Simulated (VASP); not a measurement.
# Ba (Im-3m) in VASP: further runs

Ba is run at these levels: LDA; tasks: single point, relaxation of cell and atoms.

Everything below comes from runs of VASP 6.6.1. Logs are shortened: lines on timing, memory, paths and dates and some standing lists are left out, and cuts for length are marked.

## 1. The cell of the first run

The structure is cubic, space group Im-3m (No. 229). Conventional cell: a = 4.735 Å, b = 4.735 Å, c = 4.735 Å, α = 90.00°, β = 90.00°, γ = 90.00°. Within 5.4 Å of Ba (site symmetry m-3m) lie 14 Ba at 4.10 to 4.73 Å.

## 2. Single point, LDA

INCAR reads:

```
SYSTEM = Ba
PREC = Accurate
ENCUT = 500
EDIFF = 1E-6
ISMEAR = 1
SIGMA = 0.05
LREAL = .False.
LASPH = .True.
NELM = 120
ALGO = Normal
ISIF = 2
LWAVE = .False.
LCHARG = .False.
GGA = CA
NBANDS = 11
GGA_COMPAT = .False.
```

KPOINTS reads:

```
Automatic mesh
0
Gamma
  5 5 5
  0 0 0
```

POSCAR reads:

```
Ba
1.0
    4.1003681298     -0.0000000227     -0.0000000393
   -1.3667893552      3.8658641542     -0.0000000393
   -1.3667893552     -1.9329320203      3.3479365979
Ba
1
Direct
    0.0000000000      0.0000000000      0.0000000000
```

Potentials or basis: VASP PAW LDA potentials, release 64 (Ba_sv).

On the command line:

```sh
cat potpaw_LDA.64/Ba_sv/POTCAR > POTCAR
mpirun -np 1 vasp_std > vasp.out
```

OUTCAR:

```text
SYSTEM = Ba
   PREC = Accurate
   ENCUT = 500
   EDIFF = 1E-6
   ISMEAR = 1
   LREAL = .False.
   LASPH = .True.
   NELM = 120
   ISIF = 2
   GGA = CA

 ion  position               nearest neighbor table
   1  0.000  0.000  0.000-

  LATTYP: Found a body centered cubic cell.
 ALAT       =     4.7346972871

  Lattice vectors:

 A1 = (   4.1003681298,  -0.0000000227,  -0.0000000393)
 A2 = (  -1.3667893552,   3.8658641542,  -0.0000000393)
 A3 = (  -1.3667893552,  -1.9329320203,   3.3479365979)

Analysis of symmetry for initial positions (statically):
=====================================================================
 Subroutine PRICEL returns:
 Original cell was already a primitive cell.

 Routine SETGRP: Setting up the symmetry group for a
 body centered cubic supercell.

 Subroutine GETGRP returns: Found 48 space group operations
 (whereof 48 operations were pure point group operations)
 out of a pool of 48 trial point group operations.

The static configuration has the point symmetry O_h .

Analysis of symmetry for dynamics (positions and initial velocities):
=====================================================================
 Subroutine PRICEL returns:
 Original cell was already a primitive cell.

 Routine SETGRP: Setting up the symmetry group for a
 body centered cubic supercell.

 Subroutine GETGRP returns: Found 48 space group operations
 (whereof 48 operations were pure point group operations)
 out of a pool of 48 trial point group operations.

The dynamic configuration has the point symmetry O_h .

 Subroutine INISYM returns: Found 48 space group operations
 (whereof 48 operations are pure point group operations),
 and found     1 'primitive' translations

----------------------------------------------------------------------------------------

                                     Primitive cell

  volume of cell :      53.0697

  direct lattice vectors                    reciprocal lattice vectors
     4.100368130 -0.000000023 -0.000000039     0.243880543  0.086224793  0.149345718
    -1.366789355  3.865864154 -0.000000039     0.000000003  0.258674379  0.149345718
    -1.366789355 -1.932932020  3.347936598     0.000000003  0.000000004  0.298691442

  length of vectors
     4.100368130  4.100368130  4.100368130     0.298691442  0.298691442  0.298691442

  position of ions in fractional coordinates (direct lattice)
     0.000000000  0.000000000  0.000000000

  ion indices of the primitive-cell ions
   primitive index   ion index
                 1           1

----------------------------------------------------------------------------------------

 KPOINTS: Automatic mesh

Automatic generation of k-mesh.
 Grid dimensions read from file:
 generate k-points for:    5    5    5

 Generating k-lattice:

  Cartesian coordinates                     Fractional coordinates (reciprocal lattice)
     0.048776109  0.017244959  0.029869144     0.200000000  0.000000000  0.000000000
     0.000000001  0.051734876  0.029869144     0.000000000  0.200000000  0.000000000
     0.000000001  0.000000001  0.059738288     0.000000000  0.000000000  0.200000000

  Length of vectors
     0.059738288  0.059738288  0.059738288

  Shift w.r.t. Gamma in fractional coordinates (k-lattice)
     0.000000000  0.000000000  0.000000000

 Subroutine IBZKPT returns following result:
 ===========================================

 Found     10 irreducible k-points:

 Following reciprocal coordinates:
            Coordinates               Weight
  0.000000  0.000000  0.000000      1.000000
  0.200000  0.000000 -0.000000     12.000000
  0.400000  0.000000 -0.000000     12.000000
  0.200000  0.200000 -0.000000     24.000000
  0.400000  0.200000 -0.000000     24.000000
  0.200000  0.200000  0.200000      8.000000
 -0.200000  0.200000  0.200000      6.000000
 -0.400000  0.400000  0.200000     24.000000
 -0.400000 -0.400000  0.200000      8.000000
 -0.400000  0.400000  0.400000      6.000000
   k-points           NKPTS =     10   k-points in BZ     NKDIM =     10   number of bands    NBANDS=     11
   number of dos      NEDOS =    301   number of ions     NIONS =      1
   total plane-waves  NPLWV =  27000
   dimension x,y,z NGX =    30 NGY =   30 NGZ =   30
   dimension x,y,z NGXF=    60 NGYF=   60 NGZF=   60
   ions per type =               1
   NGX,Y,Z   is equivalent  to a cutoff of  12.16, 12.16, 12.16 a.u.
   NGXF,Y,Z  is equivalent  to a cutoff of  24.33, 24.33, 24.33 a.u.
 SYSTEM =  Ba
   PREC   = accura    normal or accurate (medium, high low for compatibility)
   ISTART =      0    job   : 0-new  1-cont  2-samecut
   ICHARG =      2    charge: 1-file 2-atom 10-const
   ISPIN  =      1    spin polarized calculation?
   LNONCOLLINEAR =      F non collinear calculations
   LSORBIT =      F    spin-orbit coupling
   LASPH  =      T    aspherical Exc in radial PAW
   ENCUT  =  500.0 eV  36.75 Ry    6.06 a.u.   7.48  7.48  7.48*2*pi/ulx,y,z
   NELM   =    120;   NELMIN=  2; NELMDL= -5     # of ELM steps
   EDIFF  = 0.1E-05   stopping-criterion for ELM
   LREAL  =      F    real-space projection
   EDIFFG = 0.1E-04   stopping-criterion for IOM
   NSW    =      0    number of steps for IOM
   IBRION =     -1    ionic relax: 0-MD 1-quasi-New 2-CG
   NFREE  =      0    steps in history (QN), initial steepest desc. (CG)
   ISIF   =      2    stress and relaxation
   ISYM   =      2    0-nonsym 1-usesym 2-fastsym
   POTIM  = 0.5000    time-step for ionic-motion
   TEBEG  =    0.0;   TEEND  =   0.0 temperature during run
   PSTRESS=    0.0 pullay stress
   NELECT =      10.0000    total number of electrons
   NUPDOWN=      -1.0000    fix difference up-down
   EMIN   =  10.00;   EMAX   =-10.00  energy-range for DOS
   EFERMI =   0.00;   METHOD = LEGACY
   ISMEAR =     1;   SIGMA  =   0.05  broadening in eV -4-tet -1-fermi 0-gaus
   EFERMI_NEDOS =   21; number of points for ismear=-14 and -15
   IALGO  =     38    algorithm
   IMIX   =      4    mixing-type and parameters
     AMIX     =   0.40;   BMIX     =  1.00
     AMIX_MAG =   1.60;   BMIX_MAG =  1.00
  volume/ion in A,a.u.               =      53.07       358.13
  Fermi-wavevector in a.u.,A,eV,Ry     =   0.938554  1.773610 11.985150  0.880884
  Thomas-Fermi vector in A             =   2.065777
   LORBIT       =      0    0 simple, 1 ext, 2 COOP (PROOUT), +10 PAW based schemes
   GGA     = CA    functional components
   LHFCALC =     F    Hartree Fock is set to
   AEXX    =    0.0000 exact exchange contribution
   IVDW    =     0    specifies the selected vdW correction
   LEPSILON=     F    determine dielectric tensor
   LRPA    =     F    only Hartree local field effects (RPA)
 non-spin polarized calculation
 Methfessel and Paxton  Order N= 1 SIGMA  =   0.05
  energy-cutoff  :      500.00
  volume of cell :       53.07
 maximum number of plane-waves:      1409
 NGX is ok and might be reduce to    30
   NGX = 15   NGY = 15   NGZ = 15

 number of electron      10.0000002 magnetization

 Free energy of the ion-electron system (eV)
  ---------------------------------------------------
  ext. energy  EPLUGINS =         0.00000000
  ---------------------------------------------------
  free energy    TOTEN  =        -2.26496793 eV

  energy without entropy =       -2.26328142  energy(sigma->0) =       -2.26440576

 E-fermi :   2.0605     XC(G=0):  -8.1940

 val. band max:        2.0530225809   @ k =  -0.4000  -0.4000   0.2000
 cond. band min:       2.5163148826   @ k =   0.2000   0.2000   0.2000
 fundamental gap:      0.4632923017
 Fermi energy:         2.0604998384

 k-point     1 :       0.0000    0.0000    0.0000
  band No.  band energies     occupation
      1     -26.5313      2.00000
      2     -11.3550      2.00000
      3     -11.3550      2.00000
      4     -11.3550      2.00000
      5      -0.7756      2.00000
      6       3.9746      0.00000
      7       3.9746      0.00000
      8       3.9746      0.00000
      9       5.6874      0.00000
     10       5.6874      0.00000
     11       9.5082      0.00000

 k-point     2 :       0.2000    0.0000   -0.0000
  band No.  band energies     occupation
      1     -26.4999      2.00000
      2     -11.6516      2.00000
      3     -11.4441      2.00000
      4     -11.3580      2.00000
      5       0.0546      2.00000
      6       3.3937      0.00000
      7       3.4961      0.00000
      8       4.8997      0.00000
      9       5.2860      0.00000
     10       5.6828      0.00000
     11      10.2125      0.00000

 k-point     3 :       0.4000    0.0000   -0.0000
  band No.  band energies     occupation
      1     -26.4482      2.00000
      2     -12.0840      2.00000
      3     -11.5824      2.00000
      4     -11.3632      2.00000
      5       0.9787      2.00000
      6       2.7238     -0.00000
      7       3.5789      0.00000
      8       5.7434      0.00000
      9       6.1572      0.00000
     10       7.3162      0.00000
     11       8.7377      0.00000

 k-point     4 :       0.2000    0.2000   -0.0000
  band No.  band energies     occupation
      1     -26.4582      2.00000
      2     -11.9398      2.00000
      3     -11.5749      2.00000
      4     -11.4205      2.00000
      5       1.1979      2.00000
      6       2.7464     -0.00000
      7       3.0723      0.00000
      8       5.2024      0.00000
      9       6.2953      0.00000
     10       6.7233      0.00000
     11       9.7756      0.00000
[... 43 lines left out ...]
 k-point     8 :      -0.4000    0.4000    0.2000
  band No.  band energies     occupation
      1     -26.4247      2.00000
      2     -12.0103      2.00000
      3     -11.6858      2.00000
      4     -11.5625      2.00000
      5       1.6452      2.00000
      6       2.5275     -0.00000
      7       3.6246      0.00000
      8       4.4165      0.00000
      9       6.5607      0.00000
     10       7.0178      0.00000
     11      10.0041      0.00000

 k-point     9 :      -0.4000   -0.4000    0.2000
  band No.  band energies     occupation
      1     -26.4039      2.00000
      2     -11.9285      2.00000
      3     -11.9285      2.00000
      4     -11.5978      2.00000
      5       2.0530      1.25000
      6       2.0530      1.25000
      7       3.2006      0.00000
      8       6.0012      0.00000
      9       6.0012      0.00000
     10       8.3301      0.00000
     11       9.6109      0.00000

 k-point    10 :      -0.4000    0.4000    0.4000
  band No.  band energies     occupation
      1     -26.3863      2.00000
      2     -11.9022      2.00000
      3     -11.8450      2.00000
      4     -11.8450      2.00000
      5       1.4710      2.00000
      6       1.5664      2.00000
      7       5.6551      0.00000
      8       5.6551      0.00000
      9       6.3953      0.00000
     10       6.9646      0.00000
     11       9.7205      0.00000

------------------------ aborting loop because EDIFF is reached ----------------------------------------

  FORCE on cell =-STRESS in cart. coord.  units (eV):
  Direction    XX          YY          ZZ          XY          YZ          ZX
  --------------------------------------------------------------------------------------
  -------------------------------------------------------------------------------------
  Total        0.0227360      0.0227360      0.0227360     -0.0000000      0.0000000      0.0000000
  in kB        0.6864014      0.6864014      0.6864014     -0.0000000      0.0000000      0.0000000
  external PRESSURE =       0.6864014 kB  Pullay stress =       0.0000000 kB

 VOLUME and BASIS-vectors are now :
 -----------------------------------------------------------------------------
  energy-cutoff  :      500.00
  volume of cell :       53.07
      direct lattice vectors                 reciprocal lattice vectors
     4.100368130 -0.000000023 -0.000000039     0.243880543  0.086224793  0.149345718
    -1.366789355  3.865864154 -0.000000039     0.000000003  0.258674379  0.149345718
    -1.366789355 -1.932932020  3.347936598     0.000000003  0.000000004  0.298691442

 POSITION                                       TOTAL-FORCE (eV/Angst)
 -----------------------------------------------------------------------------------
      0.00000      0.00000      0.00000         0.000000      0.000000     -0.000000
 -----------------------------------------------------------------------------------
    total drift:                                0.000000      0.000000     -0.000000

  FREE ENERGIE OF THE ION-ELECTRON SYSTEM (eV)
  ---------------------------------------------------
  free  energy   TOTEN  =        -2.2649679322 eV

  energy  without entropy=       -2.2632814185  energy(sigma->0) =       -2.26440576
```

Run time: 2.7 s. Hardware: 1 thread of Intel Xeon 6975P-C (Granite Rapids), shared host; peak memory 0.14 GiB.

What came out:

| Item | Value |
| --- | --- |
| Free energy | -2.2650 eV |
| Pressure | 0.1 GPa |
| Band gap on the k mesh | zero (bands 5 and 6 overlap by 0.95 eV) |

Levels at points of the mesh, in eV from the Fermi level:
| k point | band 3 | band 4 | band 5 | band 6 | band 7 | band 8 |
| --- | --- | --- | --- | --- | --- | --- |
| (0.00, 0.00, 0.00) | -13.42 | -13.42 | -2.84 | 1.91 | 1.91 | 1.91 |

Caveat: the k points lie up to 0.38 Å⁻¹ apart, too coarse for converged energies and pressures of a metal; spin-orbit coupling is left out, which moves the levels of the heavy elements.

## 3. Relaxation of cell and atoms, LDA

This run uses another cell than the first one, of 62.99 Å³/atom.

INCAR reads:

```
SYSTEM = Ba
PREC     = Accurate       ! precision mode
ENCUT    = 500            ! plane-wave cutoff, eV
EDIFF    = 1E-7           ! SCF threshold, eV
ISMEAR   = 1              ! smearing method
SIGMA    = 0.05           ! smearing width, eV
LREAL    = .False.        ! projectors in reciprocal space
LASPH    = .True.         ! aspherical terms in the spheres
NELM     = 120            ! most SCF steps
ALGO     = Normal         ! electronic algorithm
ISIF     = 3              ! what is computed and relaxed
LWAVE    = .False.        ! write WAVECAR
LCHARG   = .False.        ! write CHGCAR
GGA      = CA             ! functional
IBRION   = 2              ! ionic algorithm
NSW      = 80             ! ionic steps
EDIFFG   = -0.03          ! ionic threshold
GGA_COMPAT= .False.      
NELMIN   = 4
```

KPOINTS is that of step 2.

POSCAR reads:

```
Ba
1.0
    4.3413850340     -0.0000000240     -0.0000000416
   -1.4471283220      4.0930970711     -0.0000000416
   -1.4471283220     -2.0465484754      3.5447260784
Ba
1
Direct
    0.0000000000      0.0000000000      0.0000000000
```

Potentials or basis: VASP PAW LDA potentials, release 64 (Ba_sv).

On the command line:

```sh
cat potpaw_LDA.64/Ba_sv/POTCAR > POTCAR
mpirun -np 1 vasp_std > vasp.out
```

Run time: 6.4 s. Hardware: 1 thread of Intel Xeon 6975P-C (Granite Rapids), shared host; peak memory 0.16 GiB.

Results (log left out):

```yaml
Free_energy: -2.2651 eV
Relaxed_volume: 53.34 Å³/atom
Relaxed_cell: a = 4.107 Å, b = 4.107 Å, c = 4.107 Å, α = 109.47°, β = 109.47°, γ = 109.47°
Space_group_after_relaxing_to_0.1_Å: Im-3m (No. 229)
Energy_gained_by_relaxing: 48.9 meV/atom
Ionic_steps: 4
Pressure_after_relaxing: 0.0 GPa
Band_gap_on_the_k_mesh: zero (bands 5 and 6 overlap by 0.93 eV)
```

Step by step:
```csv
step,energy change (eV),largest force (eV/Å),pressure (GPa),volume (Å³)
1,0.0000,0.0000,-1.47,62.99
2,-0.0370,0.0000,-0.82,57.87
3,-0.0488,0.0000,-0.11,53.88
4,-0.0489,0.0000,0.02,53.34
```

Final structure:
```cif
data_structure
_symmetry_space_group_name_H-M 'P 1'
_symmetry_Int_Tables_number 1
_cell_length_a 4.1073
_cell_length_b 4.1073
_cell_length_c 4.1073
_cell_angle_alpha 109.471
_cell_angle_beta 109.471
_cell_angle_gamma 109.471
_cell_volume 53.34
loop_
_atom_site_label
_atom_site_type_symbol
_atom_site_fract_x
_atom_site_fract_y
_atom_site_fract_z
_atom_site_occupancy
Ba1 Ba 0.00000 0.00000 0.00000 1
```

Levels at points of the mesh, in eV from the Fermi level:
```
           k point  band 2  band 3  band 4  band 5  band 6  band 7  band 8  band 9
(0.00, 0.00, 0.00)  -13.43  -13.43  -13.43   -2.84    1.91    1.91    1.91    3.61
```

Caveat: the volume moved by over 15 % at a fixed basis, so the end points are rough; spin-orbit coupling is left out, which moves the levels of the heavy elements. LDA usually gives volumes a few per cent too small.
